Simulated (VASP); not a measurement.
# Be (Fd-3m) in VASP: further runs, part 2 of 2

VASP 6.6.1. Earlier steps stand in the parts before.

## Step 3: Single point, PBE (volume scaled by 0.43)

INCAR reads:

```
PREC = Accurate
ENCUT = 520
EDIFF = 1E-6
ISMEAR = -1
SIGMA = 0.1
LREAL = False
LASPH = True
NELM = 60
ALGO = Normal
ISIF = 2
LWAVE = False
LCHARG = False
GGA = PE
NBANDS = 9
```

KPOINTS reads:

```
Automatic mesh
0
Gamma
  15 15 15
```

POSCAR reads:

```
Be
1.0
    0.0000000000      1.8485631705      1.8485631705
    1.8485631705      0.0000000000      1.8485631705
    1.8485631705      1.8485631705      0.0000000000
Be
2
Direct
   -0.1250000000     -0.1250000000     -0.1250000000
    0.1250000000      0.1250000000      0.1250000000
```

Potentials or basis: VASP PAW PBE potentials, release 64 (Be).

Command:

```bash
cat potpaw_PBE.64/Be/POTCAR > POTCAR
mpirun -np 1 vasp_std > vasp.out
```

OUTCAR:

```text
PREC = Accurate
   ENCUT = 520
   EDIFF = 1E-6
   ISMEAR = -1
   LREAL = False
   LASPH = True
   NELM = 60
   ISIF = 2
   GGA = PE

 ion  position               nearest neighbor table
   1  0.875  0.875  0.875-   2 1.60   2 1.60   2 1.60   2 1.60
   2  0.125  0.125  0.125-   1 1.60   1 1.60   1 1.60   1 1.60

  LATTYP: Found a face centered cubic cell.
 ALAT       =     3.6971263410

  Lattice vectors:

 A1 = (   0.0000000000,   1.8485631705,   1.8485631705)
 A2 = (   1.8485631705,   0.0000000000,   1.8485631705)
 A3 = (   1.8485631705,   1.8485631705,   0.0000000000)

Analysis of symmetry for initial positions (statically):
=====================================================================
 Subroutine PRICEL returns:
 Original cell was already a primitive cell.

 Routine SETGRP: Setting up the symmetry group for a
 face centered cubic supercell.

 Subroutine GETGRP returns: Found 48 space group operations
 (whereof 12 operations were pure point group operations)
 out of a pool of 48 trial point group operations.

The static configuration has the point symmetry D_3d.
 The point group associated with its full space group is O_h .

Analysis of symmetry for dynamics (positions and initial velocities):
=====================================================================
 Subroutine PRICEL returns:
 Original cell was already a primitive cell.

 Routine SETGRP: Setting up the symmetry group for a
 face centered cubic supercell.

 Subroutine GETGRP returns: Found 48 space group operations
 (whereof 12 operations were pure point group operations)
 out of a pool of 48 trial point group operations.

The dynamic configuration has the point symmetry D_3d.
 The point group associated with its full space group is O_h .

 Subroutine INISYM returns: Found 48 space group operations
 (whereof 12 operations are pure point group operations),
 and found     1 'primitive' translations

----------------------------------------------------------------------------------------

                                     Primitive cell

  volume of cell :      12.6338

  direct lattice vectors                    reciprocal lattice vectors
     0.000000000  1.848563171  1.848563171    -0.270480343  0.270480343  0.270480343
     1.848563171  0.000000000  1.848563171     0.270480343 -0.270480343  0.270480343
     1.848563171  1.848563171  0.000000000     0.270480343  0.270480343 -0.270480343

  length of vectors
     2.614263107  2.614263107  2.614263107     0.468485696  0.468485696  0.468485696

  position of ions in fractional coordinates (direct lattice)
     0.875000000  0.875000000  0.875000000
     0.125000000  0.125000000  0.125000000

  ion indices of the primitive-cell ions
   primitive index   ion index
                 1           1
                 2           2

----------------------------------------------------------------------------------------

 KPOINTS: Automatic mesh

Automatic generation of k-mesh.
 Grid dimensions read from file:
 generate k-points for:   15   15   15

 Generating k-lattice:

  Cartesian coordinates                     Fractional coordinates (reciprocal lattice)
    -0.018032023  0.018032023  0.018032023     0.066666667  0.000000000  0.000000000
     0.018032023 -0.018032023  0.018032023     0.000000000  0.066666667  0.000000000
     0.018032023  0.018032023 -0.018032023     0.000000000  0.000000000  0.066666667

  Length of vectors
     0.031232380  0.031232380  0.031232380

  Shift w.r.t. Gamma in fractional coordinates (k-lattice)
     0.000000000  0.000000000  0.000000000

 Subroutine IBZKPT returns following result:
 ===========================================

 Found    120 irreducible k-points:

 Following reciprocal coordinates:
            Coordinates               Weight
  0.000000  0.000000  0.000000      1.000000
  0.066667  0.000000  0.000000      8.000000
  0.133333  0.000000  0.000000      8.000000
  0.200000  0.000000  0.000000      8.000000
  0.266667  0.000000  0.000000      8.000000
  0.333333  0.000000  0.000000      8.000000
[... 16 lines left out ...]
  0.133333  0.133333  0.000000      6.000000
  0.200000  0.133333  0.000000     24.000000
 [... further k-points ...]
   k-points           NKPTS =    120   k-points in BZ     NKDIM =    120   number of bands    NBANDS=      9
   number of dos      NEDOS =    301   number of ions     NIONS =      2
   total plane-waves  NPLWV =   8000
   dimension x,y,z NGX =    20 NGY =   20 NGZ =   20
   dimension x,y,z NGXF=    40 NGYF=   40 NGZF=   40
   ions per type =               2
   NGX,Y,Z   is equivalent  to a cutoff of  12.72, 12.72, 12.72 a.u.
   NGXF,Y,Z  is equivalent  to a cutoff of  25.44, 25.44, 25.44 a.u.
 SYSTEM =  unknown system
   PREC   = accura    normal or accurate (medium, high low for compatibility)
   ISTART =      0    job   : 0-new  1-cont  2-samecut
   ICHARG =      2    charge: 1-file 2-atom 10-const
   ISPIN  =      1    spin polarized calculation?
   LNONCOLLINEAR =      F non collinear calculations
   LSORBIT =      F    spin-orbit coupling
   LASPH  =      T    aspherical Exc in radial PAW
   ENCUT  =  520.0 eV  38.22 Ry    6.18 a.u.   4.86  4.86  4.86*2*pi/ulx,y,z
   NELM   =     60;   NELMIN=  2; NELMDL= -5     # of ELM steps
   EDIFF  = 0.1E-05   stopping-criterion for ELM
   LREAL  =      F    real-space projection
   EDIFFG = 0.1E-04   stopping-criterion for IOM
   NSW    =      0    number of steps for IOM
   IBRION =     -1    ionic relax: 0-MD 1-quasi-New 2-CG
   NFREE  =      0    steps in history (QN), initial steepest desc. (CG)
   ISIF   =      2    stress and relaxation
   ISYM   =      2    0-nonsym 1-usesym 2-fastsym
   POTIM  = 0.5000    time-step for ionic-motion
   TEBEG  =    0.0;   TEEND  =   0.0 temperature during run
   PSTRESS=    0.0 pullay stress
   NELECT =       4.0000    total number of electrons
   NUPDOWN=      -1.0000    fix difference up-down
   EMIN   =  10.00;   EMAX   =-10.00  energy-range for DOS
   EFERMI =   0.00;   METHOD = LEGACY
   ISMEAR =    -1;   SIGMA  =   0.10  broadening in eV -4-tet -1-fermi 0-gaus
   EFERMI_NEDOS =   21; number of points for ismear=-14 and -15
   IALGO  =     38    algorithm
   IMIX   =      4    mixing-type and parameters
     AMIX     =   0.40;   BMIX     =  1.00
     AMIX_MAG =   1.60;   BMIX_MAG =  1.00
  volume/ion in A,a.u.               =       6.32        42.63
  Fermi-wavevector in a.u.,A,eV,Ry     =   1.115794  2.108544 16.939190  1.244995
  Thomas-Fermi vector in A             =   2.252402
   LORBIT       =      0    0 simple, 1 ext, 2 COOP (PROOUT), +10 PAW based schemes
   GGA     = PE    functional components
[... 5 lines left out ...]
 non-spin polarized calculation
  energy-cutoff  :      520.00
  volume of cell :       12.63
 maximum number of plane-waves:       349
   NGX =  9   NGY =  9   NGZ =  9

 number of electron       4.0000000 magnetization

 Free energy of the ion-electron system (eV)
  ---------------------------------------------------
  ext. energy  EPLUGINS =         0.00000000
  ---------------------------------------------------
  free energy    TOTEN  =        -0.06093805 eV

  energy without entropy =       -0.03978262  energy(sigma->0) =       -0.05036033

 E-fermi :   8.2570     XC(G=0): -11.3014

 val. band max:        8.2275276744   @ k =  -0.3333   0.4667   0.1333
 cond. band min:       8.3157005990   @ k =  -0.4667   0.4667   0.0000
 fundamental gap:      0.0881729246
 Fermi energy:         8.2570258991

 k-point     1 :       0.0000    0.0000    0.0000
  band No.  band energies     occupation
      1      -3.3382      2.00000
      2      16.6905      0.00000
      3      16.6905      0.00000
      4      16.6905      0.00000
      5      20.0690      0.00000
      6      20.0690      0.00000
      7      20.0690      0.00000
      8      33.9916      0.00000
      9      34.4992      0.00000

 k-point     2 :       0.0667    0.0000    0.0000
  band No.  band energies     occupation
      1      -3.2425      2.00000
      2      15.4579      0.00000
      3      16.3140      0.00000
      4      16.3140      0.00000
      5      20.5469      0.00000
      6      20.5469      0.00000
      7      21.2680      0.00000
      8      32.1892      0.00000
      9      32.4214      0.00000
[... 253 lines left out ...]
 k-point    24 :       0.2000    0.1333    0.0000
  band No.  band energies     occupation
      1      -2.4688      2.00000
      2      12.3652      0.00000
      3      12.9613      0.00000
      4      15.4561      0.00000
      5      20.4020      0.00000
      6      24.1109      0.00000
      7      24.9276      0.00000
      8      25.4811      0.00000
      9      34.3483      0.00000

 [... further k-points ...]
[... 5 lines left out ...]
  --------------------------------------------------------------------------------------
  -------------------------------------------------------------------------------------
  Total       11.8350438     11.8350438     11.8350438      0.0000000      0.0000000      0.0000000
  in kB     1500.8855139   1500.8855139   1500.8855139      0.0000000      0.0000000      0.0000000
  external PRESSURE =    1500.8855139 kB  Pullay stress =       0.0000000 kB

 VOLUME and BASIS-vectors are now :
 -----------------------------------------------------------------------------
  energy-cutoff  :      520.00
  volume of cell :       12.63
      direct lattice vectors                 reciprocal lattice vectors
     0.000000000  1.848563171  1.848563171    -0.270480343  0.270480343  0.270480343
     1.848563171  0.000000000  1.848563171     0.270480343 -0.270480343  0.270480343
     1.848563171  1.848563171  0.000000000     0.270480343  0.270480343 -0.270480343

 POSITION                                       TOTAL-FORCE (eV/Angst)
 -----------------------------------------------------------------------------------
      3.23499      3.23499      3.23499        -0.000000     -0.000000     -0.000000
      0.46214      0.46214      0.46214         0.000000      0.000000      0.000000
 -----------------------------------------------------------------------------------
    total drift:                                0.000000     -0.000000     -0.000000

  FREE ENERGIE OF THE ION-ELECTRON SYSTEM (eV)
  ---------------------------------------------------
  free  energy   TOTEN  =        -0.0609380467 eV

  energy  without entropy=       -0.0397826186  energy(sigma->0) =       -0.05036033
```

OSZICAR:

```text
N       E                     dE             d eps       ncg     rms          rms(c)
DAV:   1     0.551234108247E+01    0.55123E+01   -0.17330E+03  2200   0.377E+02
DAV:   2    -0.262421107080E+00   -0.57748E+01   -0.55431E+01  3105   0.597E+01
DAV:   3    -0.309852639384E+00   -0.47432E-01   -0.47267E-01  2628   0.418E+00
DAV:   4    -0.309909542257E+00   -0.56903E-04   -0.56902E-04  2970   0.144E-01
DAV:   5    -0.309909568327E+00   -0.26071E-07   -0.24655E-07  2582   0.220E-03    0.194E+00
DAV:   6    -0.114103651653E+00    0.19581E+00   -0.81043E-02  2492   0.264E+00    0.117E+00
DAV:   7    -0.607580475249E-01    0.53346E-01   -0.59154E-02  2719   0.220E+00    0.183E-01
DAV:   8    -0.609972485664E-01   -0.23920E-03   -0.53785E-04  2857   0.207E-01    0.344E-02
DAV:   9    -0.609384607088E-01    0.58788E-04   -0.80571E-05  2462   0.549E-02    0.487E-03
DAV:  10    -0.609380467069E-01    0.41400E-06   -0.31345E-07  2466   0.398E-03
   1 F= -.60938047E-01 E0= -.50360333E-01  d E =-.211554E-01
```

stdout:

```text
POSCAR found type information on POSCAR Be
 POSCAR found :  1 types and       2 ions
 scaLAPACK will be used
 LDA part: xc-table for (Slater+PW92), standard interpolation
 POSCAR, INCAR and KPOINTS ok, starting setup
 FFT: planning ... GRIDC
 FFT: planning ... GRID_SOFT
 FFT: planning ... GRID
 WAVECAR not read
 entering main loop
```

Wall time 6.7 s (1 thread of Intel Xeon Platinum 8375C at 2.90GHz (Ice Lake), shared host); peak memory 0.12 GiB.

Results:

- Free energy: -0.0609 eV
- Pressure: 150.1 GPa
- Band gap on the k mesh: zero (band 2 reaches 16.69 eV, above the bottom of band 3 at 6.71 eV)

## Step 4: Single point, PBE (volume scaled by 0.5)

INCAR reads:

```
SYSTEM = Be
ALGO = Normal ; EDIFF = 1E-6
ENCUT = 520 ; GGA = PE
ISIF = 2 ; ISMEAR = -1
LASPH = .True. ; LCHARG = .True.
LELF = .True. ; LREAL = .False.
LVHAR = .True. ; LWAVE = .False.
NBANDS = 9 ; NELM = 100
PREC = Accurate ; SIGMA = 0.1
```

KPOINTS reads:

```
k-points
0
Gamma
  15 15 15
  0 0 0
```

POSCAR reads:

```
Be
1.0
    0.0000000000      1.9438741559      1.9438741559
    1.9438741559      0.0000000000      1.9438741559
    1.9438741559      1.9438741559      0.0000000000
Be
2
Direct
   -0.1250000000     -0.1250000000     -0.1250000000
    0.1250000000      0.1250000000      0.1250000000
```

Command:

```bash
cat potpaw_PBE.64/Be/POTCAR > POTCAR
mpirun -np 1 vasp_std > vasp.out
```

Run time: 7.1 s. Hardware: 1 thread of Intel Xeon Platinum 8375C at 2.90GHz (Ice Lake), shared host; peak memory 0.12 GiB.

It converged, with:

| Quantity | Value |
| --- | --- |
| Free energy | -1.6156 eV |
| Pressure | 96.6 GPa |
| Band gap on the k mesh | zero (band 2 reaches 14.38 eV, above the bottom of band 3 at 5.00 eV) |

Levels at points of the mesh, in eV from the Fermi level:
```tsv
k point	band 1	band 2	band 3	band 4	band 5	band 6
(0.00, 0.00, 0.00)	-10.68	7.67	7.67	7.67	10.88	10.88
```
